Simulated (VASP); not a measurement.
# BaZrO3 (Pm-3m) in VASP: notebook

Aim: see how the results for BaZrO3 move with the level of theory and the settings. Levels: PBEsol, PBE. Tasks: single point.

Program: VASP 6.6.1. These are calculated values, not measurements. Logs are shortened: lines on timing, memory, paths and dates and some standing lists are left out, and cuts for length are marked.

## (1) The cell of the first run

The structure is cubic, space group Pm-3m (No. 221). The conventional cell has a = 4.181 Å, b = 4.181 Å, c = 4.181 Å, α = 90.00°, β = 90.00°, γ = 90.00°. Within 3.9 Å of Ba (site symmetry m-3m) lie 12 O at 2.96 Å and 8 Zr at 3.62 Å. Within 2.8 Å of Zr (site symmetry m-3m) lie 6 O at 2.09 Å. Within 2.8 Å of O (site symmetry 4/mmm) lie 2 Zr at 2.09 Å.

## (2) Single point, PBEsol

The input, INCAR:

```
ALGO = Normal
EDIFF = 1E-6
ENCUT = 910
GGA = PS
GGA_COMPAT = F
ISIF = 2
ISMEAR = -1
LASPH = T
LCHARG = F
LREAL = F
LWAVE = F
NBANDS = 28
NELM = 120
PREC = Accurate
SIGMA = 0.05
```

The input, KPOINTS:

```
k-points
0
Gamma
  6 6 6
```

The input, POSCAR:

```
BaZrO3
1.0
    4.1810436719      0.0000000000      0.0000000000
    0.0000000000      4.1810436719      0.0000000000
    0.0000000000      0.0000000000      4.1810436719
Ba Zr O
1 1 3
Direct
    0.0000000000      0.0000000000      0.0000000000
    0.5000000000      0.5000000000      0.5000000000
    0.5000000000      0.5000000000      0.0000000000
    0.5000000000      0.0000000000      0.5000000000
    0.0000000000      0.5000000000      0.5000000000
```

Potentials or basis: VASP PAW PBE potentials, release 64 (Ba_sv, Zr_sv, O_h).

Command:

```
cat potpaw_PBE.64/Ba_sv/POTCAR potpaw_PBE.64/Zr_sv/POTCAR potpaw_PBE.64/O_h/POTCAR > POTCAR
mpirun -np 1 vasp_std > vasp.out
```

OUTCAR:

```text
EDIFF = 1E-6
   ENCUT = 910
   GGA = PS
   ISIF = 2
   ISMEAR = -1
   LASPH = T
   LREAL = F
   NELM = 120
   PREC = Accurate

 ion  position               nearest neighbor table
   1  0.000  0.000  0.000-   3 2.96   4 2.96   5 2.96   4 2.96   5 2.96   3 2.96   5 2.96   5 2.96
                             3 2.96   4 2.96   4 2.96   3 2.96   2 3.62   2 3.62   2 3.62   2 3.62
   2  0.500  0.500  0.500-   3 2.09   4 2.09   5 2.09   3 2.09   4 2.09   5 2.09   1 3.62   1 3.62
                             1 3.62   1 3.62   1 3.62   1 3.62   1 3.62   1 3.62
   3  0.500  0.500  0.000-   2 2.09   2 2.09   1 2.96   1 2.96   1 2.96   1 2.96
   4  0.500  0.000  0.500-   2 2.09   2 2.09   1 2.96   1 2.96   1 2.96   1 2.96
   5  0.000  0.500  0.500-   2 2.09   2 2.09   1 2.96   1 2.96   1 2.96   1 2.96

  LATTYP: Found a simple cubic cell.
 ALAT       =     4.1810436719

  Lattice vectors:

 A1 = (   4.1810436719,   0.0000000000,   0.0000000000)
 A2 = (   0.0000000000,   4.1810436719,   0.0000000000)
 A3 = (   0.0000000000,   0.0000000000,   4.1810436719)

Analysis of symmetry for initial positions (statically):
=====================================================================
 Subroutine PRICEL returns:
 Original cell was already a primitive cell.

 Routine SETGRP: Setting up the symmetry group for a
 simple cubic supercell.

 Subroutine GETGRP returns: Found 48 space group operations
[... 9 lines left out ...]

 Routine SETGRP: Setting up the symmetry group for a
 simple cubic supercell.

 Subroutine GETGRP returns: Found 48 space group operations
[... 11 lines left out ...]
                                     Primitive cell

  volume of cell :      73.0894

  direct lattice vectors                    reciprocal lattice vectors
     4.181043672  0.000000000  0.000000000     0.239174732  0.000000000  0.000000000
     0.000000000  4.181043672  0.000000000     0.000000000  0.239174732  0.000000000
     0.000000000  0.000000000  4.181043672     0.000000000  0.000000000  0.239174732

  length of vectors
     4.181043672  4.181043672  4.181043672     0.239174732  0.239174732  0.239174732

  position of ions in fractional coordinates (direct lattice)
     0.000000000  0.000000000  0.000000000
     0.500000000  0.500000000  0.500000000
     0.500000000  0.500000000  0.000000000
     0.500000000  0.000000000  0.500000000
     0.000000000  0.500000000  0.500000000

  ion indices of the primitive-cell ions
   primitive index   ion index
                 1           1
                 2           2
                 3           3
                 4           4
                 5           5

----------------------------------------------------------------------------------------

 KPOINTS: k-points

Automatic generation of k-mesh.
 Grid dimensions read from file:
 generate k-points for:    6    6    6

 Generating k-lattice:

  Cartesian coordinates                     Fractional coordinates (reciprocal lattice)
     0.039862455  0.000000000  0.000000000     0.166666667  0.000000000  0.000000000
     0.000000000  0.039862455  0.000000000     0.000000000  0.166666667  0.000000000
     0.000000000  0.000000000  0.039862455     0.000000000  0.000000000  0.166666667

  Length of vectors
     0.039862455  0.039862455  0.039862455

  Shift w.r.t. Gamma in fractional coordinates (k-lattice)
     0.000000000  0.000000000  0.000000000

 Subroutine IBZKPT returns following result:
 ===========================================

 Found     20 irreducible k-points:

 Following reciprocal coordinates:
            Coordinates               Weight
  0.000000  0.000000  0.000000      1.000000
  0.166667  0.000000  0.000000      6.000000
  0.333333  0.000000  0.000000      6.000000
  0.500000  0.000000  0.000000      3.000000
  0.166667  0.166667  0.000000     12.000000
  0.333333  0.166667  0.000000     24.000000
[... 12 lines left out ...]
  0.500000  0.500000  0.333333      6.000000
  0.500000  0.500000  0.500000      1.000000
   k-points           NKPTS =     20   k-points in BZ     NKDIM =     20   number of bands    NBANDS=     28
   number of dos      NEDOS =    301   number of ions     NIONS =      5
   total plane-waves  NPLWV =  74088
   dimension x,y,z NGX =    42 NGY =   42 NGZ =   42
   dimension x,y,z NGXF=    84 NGYF=   84 NGZF=   84
   ions per type =               1   1   3
   NGX,Y,Z   is equivalent  to a cutoff of  16.70, 16.70, 16.70 a.u.
   NGXF,Y,Z  is equivalent  to a cutoff of  33.40, 33.40, 33.40 a.u.
 SYSTEM =  unknown system
   PREC   = accura    normal or accurate (medium, high low for compatibility)
   ISTART =      0    job   : 0-new  1-cont  2-samecut
   ICHARG =      2    charge: 1-file 2-atom 10-const
   ISPIN  =      1    spin polarized calculation?
   LNONCOLLINEAR =      F non collinear calculations
   LSORBIT =      F    spin-orbit coupling
   LASPH  =      T    aspherical Exc in radial PAW
   ENCUT  =  910.0 eV  66.88 Ry    8.18 a.u.  10.28 10.28 10.28*2*pi/ulx,y,z
   NELM   =    120;   NELMIN=  2; NELMDL= -5     # of ELM steps
   EDIFF  = 0.1E-05   stopping-criterion for ELM
   LREAL  =      F    real-space projection
   EDIFFG = 0.1E-04   stopping-criterion for IOM
   NSW    =      0    number of steps for IOM
   IBRION =     -1    ionic relax: 0-MD 1-quasi-New 2-CG
   NFREE  =      0    steps in history (QN), initial steepest desc. (CG)
   ISIF   =      2    stress and relaxation
   ISYM   =      2    0-nonsym 1-usesym 2-fastsym
   POTIM  = 0.5000    time-step for ionic-motion
   TEBEG  =    0.0;   TEEND  =   0.0 temperature during run
   PSTRESS=    0.0 pullay stress
   NELECT =      40.0000    total number of electrons
   NUPDOWN=      -1.0000    fix difference up-down
   EMIN   =  10.00;   EMAX   =-10.00  energy-range for DOS
   EFERMI =   0.00;   METHOD = LEGACY
   ISMEAR =    -1;   SIGMA  =   0.05  broadening in eV -4-tet -1-fermi 0-gaus
   EFERMI_NEDOS =   21; number of points for ismear=-14 and -15
   IALGO  =     38    algorithm
   IMIX   =      4    mixing-type and parameters
     AMIX     =   0.40;   BMIX     =  1.00
     AMIX_MAG =   1.60;   BMIX_MAG =  1.00
  volume/ion in A,a.u.               =      14.62        98.65
  Fermi-wavevector in a.u.,A,eV,Ry     =   1.339091  2.530515 24.397491  1.793165
  Thomas-Fermi vector in A             =   2.467510
   LORBIT       =      0    0 simple, 1 ext, 2 COOP (PROOUT), +10 PAW based schemes
   GGA     = PS    functional components
   LHFCALC =     F    Hartree Fock is set to
   AEXX    =    0.0000 exact exchange contribution
   IVDW    =     0    specifies the selected vdW correction
   LEPSILON=     F    determine dielectric tensor
   LRPA    =     F    only Hartree local field effects (RPA)
 non-spin polarized calculation
  energy-cutoff  :      910.00
  volume of cell :       73.09
 maximum number of plane-waves:      4632
 NGX is ok and might be reduce to    42
   NGX = 21   NGY = 21   NGZ = 21

 number of electron      40.0000012 magnetization

 Free energy of the ion-electron system (eV)
  ---------------------------------------------------
  ext. energy  EPLUGINS =         0.00000000
  ---------------------------------------------------
  free energy    TOTEN  =       -43.64006591 eV

  energy without entropy =      -43.64006591  energy(sigma->0) =      -43.64006591

 E-fermi :   5.0515     XC(G=0): -11.0630

 val. band max:        3.9995015073   @ k =   0.5000   0.5000   0.5000
 cond. band min:       7.1261033028   @ k =   0.0000   0.0000   0.0000
 fundamental gap:      3.1266017956
 Fermi energy:         5.0515013840

 k-point     1 :       0.0000    0.0000    0.0000
  band No.  band energies     occupation
      1     -42.8262      2.00000
      2     -21.2162      2.00000
      3     -21.0471      2.00000
      4     -21.0471      2.00000
      5     -21.0471      2.00000
      6     -12.2994      2.00000
[... 20 lines left out ...]
     27      11.5485      0.00000
     28      11.5485      0.00000

 k-point     2 :       0.1667    0.0000    0.0000
  band No.  band energies     occupation
      1     -42.8253      2.00000
      2     -21.2892      2.00000
      3     -21.0452      2.00000
      4     -21.0452      2.00000
      5     -21.0248      2.00000
      6     -12.3091      2.00000
[... 20 lines left out ...]
     27      11.5498      0.00000
     28      12.2217      0.00000

 k-point     3 :       0.3333    0.0000    0.0000
  band No.  band energies     occupation
      1     -42.8236      2.00000
      2     -21.4201      2.00000
      3     -21.0415      2.00000
      4     -21.0415      2.00000
      5     -20.9898      2.00000
      6     -12.4227      2.00000
[... 20 lines left out ...]
     27      11.5991      0.00000
     28      11.7941      0.00000

 k-point     4 :       0.5000    0.0000    0.0000
  band No.  band energies     occupation
      1     -42.8227      2.00000
      2     -21.4815      2.00000
      3     -21.0396      2.00000
      4     -21.0396      2.00000
      5     -20.9736      2.00000
      6     -12.4863      2.00000
[... 20 lines left out ...]
     27      11.5328      0.00000
     28      12.5422      0.00000

 k-point     5 :       0.1667    0.1667    0.0000
  band No.  band energies     occupation
      1     -42.8244      2.00000
      2     -21.3066      2.00000
      3     -21.1135      2.00000
      4     -21.0434      2.00000
      5     -20.9908      2.00000
      6     -12.2584      2.00000
[... 20 lines left out ...]
     27      11.9834      0.00000
     28      12.1450      0.00000

 k-point     6 :       0.3333    0.1667    0.0000
  band No.  band energies     occupation
      1     -42.8227      2.00000
      2     -21.3934      2.00000
      3     -21.1257      2.00000
      4     -21.0397      2.00000
      5     -20.9893      2.00000
      6     -12.3052      2.00000
[... 339 lines left out ...]
      5     -21.0580      2.00000
      6     -11.4938      2.00000
[... 20 lines left out ...]
     27      12.3040      0.00000
     28      12.3040      0.00000

 k-point    18 :       0.5000    0.3333    0.3333
  band No.  band energies     occupation
      1     -42.8175      2.00000
      2     -21.3141      2.00000
      3     -21.2336      2.00000
      4     -21.2315      2.00000
      5     -21.0796      2.00000
      6     -11.4323      2.00000
[... 20 lines left out ...]
     27      12.2783      0.00000
     28      12.9905      0.00000

 k-point    19 :       0.5000    0.5000    0.3333
  band No.  band energies     occupation
      1     -42.8166      2.00000
      2     -21.2948      2.00000
      3     -21.2948      2.00000
      4     -21.2301      2.00000
      5     -21.0873      2.00000
      6     -11.3312      2.00000
[... 20 lines left out ...]
     27      12.5494      0.00000
     28      13.3426      0.00000

 k-point    20 :       0.5000    0.5000    0.5000
  band No.  band energies     occupation
      1     -42.8157      2.00000
      2     -21.2922      2.00000
      3     -21.2922      2.00000
      4     -21.2922      2.00000
      5     -21.0777      2.00000
      6     -11.0338      2.00000
[... 20 lines left out ...]
     27      13.2164      0.00000
     28      13.2164      0.00000

------------------------ aborting loop because EDIFF is reached ----------------------------------------

  FORCE on cell =-STRESS in cart. coord.  units (eV):
  Direction    XX          YY          ZZ          XY          YZ          ZX
  --------------------------------------------------------------------------------------
  -------------------------------------------------------------------------------------
  Total        0.3757429      0.3757429      0.3757429      0.0000000     -0.0000000      0.0000000
  in kB        8.2365865      8.2365865      8.2365865      0.0000000     -0.0000000      0.0000000
  external PRESSURE =       8.2365865 kB  Pullay stress =       0.0000000 kB

 VOLUME and BASIS-vectors are now :
 -----------------------------------------------------------------------------
  energy-cutoff  :      910.00
  volume of cell :       73.09
      direct lattice vectors                 reciprocal lattice vectors
     4.181043672  0.000000000  0.000000000     0.239174732  0.000000000  0.000000000
     0.000000000  4.181043672  0.000000000     0.000000000  0.239174732  0.000000000
     0.000000000  0.000000000  4.181043672     0.000000000  0.000000000  0.239174732

 POSITION                                       TOTAL-FORCE (eV/Angst)
 -----------------------------------------------------------------------------------
      0.00000      0.00000      0.00000         0.000000      0.000000      0.000000
      2.09052      2.09052      2.09052         0.000000      0.000000      0.000000
      2.09052      2.09052      0.00000         0.000000      0.000000      0.000000
      2.09052      0.00000      2.09052         0.000000      0.000000      0.000000
      0.00000      2.09052      2.09052         0.000000      0.000000      0.000000
 -----------------------------------------------------------------------------------
    total drift:                                0.000000     -0.000000     -0.000000

  FREE ENERGIE OF THE ION-ELECTRON SYSTEM (eV)
  ---------------------------------------------------
  free  energy   TOTEN  =       -43.6400659064 eV

  energy  without entropy=      -43.6400659063  energy(sigma->0) =      -43.64006591
```

Run time: 67 s. Hardware: 1 thread of AMD EPYC 7R43 (Zen 3), shared host; peak memory 0.28 GiB.

Results:

```
Free energy            : -43.6401 eV
Pressure               : 0.8 GPa
Band gap on the k mesh : 3.13 eV, indirect (least direct gap 3.34 eV)
```

Caveat: the cutoff is under 1.25 times the usual one of these potentials, so pressure, stress and relaxed cells hold a basis-set (Pulay) error; the PAW data sets were made with another functional, which shifts forces and pressure a little; spin-orbit coupling is left out, which moves the levels of the heavy elements. A k mesh can miss the band edges.

## (3) Single point, PBEsol

This run uses another cell than the first one, of 14.73 Å³/atom, 1.007 times its volume.

The input, INCAR:

```
SYSTEM = BaZrO3
ALGO = Normal
EDIFF = 1E-6
ENCUT = 910
GGA = PS
GGA_COMPAT = .False.
ISIF = 2
ISMEAR = 0
LASPH = .True.
LCHARG = .True.
LELF = .True.
LREAL = .False.
LVHAR = .True.
LWAVE = .False.
NBANDS = 28
NELM = 120
PREC = Accurate
SIGMA = 0.01
```

The input, KPOINTS:

```
k-points
0
Gamma
  6 6 6
  0 0 0
```

POSCAR, as its differences from that of step 2:

```diff
@@ -2,5 +2,5 @@
 1.0
-    4.1810436719      0.0000000000      0.0000000000
-    0.0000000000      4.1810436719      0.0000000000
-    0.0000000000      0.0000000000      4.1810436719
+    4.1913400000      0.0000000000      0.0000000000
+    0.0000000000      4.1913400000      0.0000000000
+    0.0000000000      0.0000000000      4.1913400000
 Ba Zr O
```

Potentials or basis: VASP PAW PBE potentials, release 64 (Ba_sv, Zr_sv, O_h).

Command:

```
cat potpaw_PBE.64/Ba_sv/POTCAR potpaw_PBE.64/Zr_sv/POTCAR potpaw_PBE.64/O_h/POTCAR > POTCAR
mpirun -np 1 vasp_std > vasp.out
```

It took 59 s on 1 thread of AMD EPYC 9R45 (Zen 5), shared host; peak memory 0.28 GiB.

The run converged. Its results:

```
Free energy            : -43.6423 eV
Pressure               : -0.4 GPa
Band gap on the k mesh : 3.11 eV, indirect (least direct gap 3.33 eV)
```

Levels at points of the mesh, in eV from the valence-band top:
| k point | band 18 | band 19 | band 20 | band 21 | band 22 | band 23 |
| --- | --- | --- | --- | --- | --- | --- |
| (0.00, 0.00, 0.00) | -0.22 | -0.22 | -0.22 | 3.11 | 3.11 | 3.11 |
| (0.50, 0.00, 0.00) | -1.72 | -0.45 | -0.45 | 3.57 | 5.69 | 5.69 |
| (0.50, 0.50, 0.00) | -0.94 | -0.79 | -0.08 | 5.66 | 5.66 | 6.43 |
| (0.50, 0.50, 0.50) | 0.00 | 0.00 | 0.00 | 5.91 | 5.91 | 5.91 |

Caveat: the cutoff is under 1.25 times the usual one of these potentials, so pressure, stress and relaxed cells hold a basis-set (Pulay) error; the PAW data sets were made with another functional, which shifts forces and pressure a little; spin-orbit coupling is left out, which moves the levels of the heavy elements.

## (4) Single point, PBE

This run uses another cell than the first one, of 14.73 Å³/atom, 1.007 times its volume.

The input, INCAR:

```
PREC = Accurate
ENCUT = 910
EDIFF = 1E-6
ISMEAR = -1
SIGMA = 0.05
LREAL = F
LASPH = T
NELM = 120
ALGO = Normal
ISIF = 2
LWAVE = F
LCHARG = T
GGA = PE
LELF = T
LVHAR = T
NBANDS = 28
GGA_COMPAT = F
```

The input, KPOINTS:

```
regular mesh
0
Gamma
  6 6 6
```

POSCAR is that of step 3.

Command:

```
cat potpaw_PBE.64/Ba_sv/POTCAR potpaw_PBE.64/Zr_sv/POTCAR potpaw_PBE.64/O_h/POTCAR > POTCAR
mpirun -np 1 vasp_std > vasp.out
```

Wall time 1.8 min (1 thread of Intel Xeon Platinum 8488C (Sapphire Rapids), shared host); peak memory 0.32 GiB.

Results (log left out):

```
Free energy            : -41.7087 eV
Pressure               : 4.8 GPa
Band gap on the k mesh : 3.19 eV, indirect (least direct gap 3.42 eV)
```

Levels at points of the mesh, in eV from the valence-band top:
```csv
k point,band 17,band 18,band 19,band 20,band 21,band 22,band 23,band 24
"(0.00, 0.00, 0.00)",-0.98,-0.22,-0.22,-0.22,3.19,3.19,3.19,4.66
"(0.50, 0.00, 0.00)",-1.73,-1.68,-0.45,-0.45,3.64,5.71,5.71,6.43
"(0.50, 0.50, 0.00)",-0.93,-0.93,-0.78,-0.08,5.68,5.68,6.46,6.50
"(0.50, 0.50, 0.50)",-2.54,0.00,0.00,0.00,5.98,5.98,5.98,7.00
```

Caveat: the cutoff is under 1.25 times the usual one of these potentials, so pressure, stress and relaxed cells hold a basis-set (Pulay) error; spin-orbit coupling is left out, which moves the levels of the heavy elements. A k mesh can miss the band edges.

## (5) Overview

```tsv
level	cell	smearing	gap on the mesh (eV)	pressure (GPa)
PBEsol	a = 4.181 Å, 5 atoms	fermi-dirac 0.05 eV	3.13	0.8
PBEsol	a = 4.191 Å, 5 atoms	gaussian 0.01 eV	3.11	-0.4
PBE	a = 4.191 Å, 5 atoms	fermi-dirac 0.05 eV	3.19	4.8
```

Alike in all rows: task single point; potentials or basis VASP PAW PBE potentials, release 64 (Ba_sv, Zr_sv, O_h); no spin polarisation; k mesh 6 × 6 × 6; cutoff (eV) 910.

Caveats: the cutoff is under 1.25 times the usual one of these potentials, so pressure, stress and relaxed cells hold a basis-set (Pulay) error; spin-orbit coupling is left out, which moves the levels of the heavy elements; the PAW data sets were made with another functional, which shifts forces and pressure a little (some runs).

Total energies depend on the potentials used, so only differences within one code and one set of settings carry meaning.
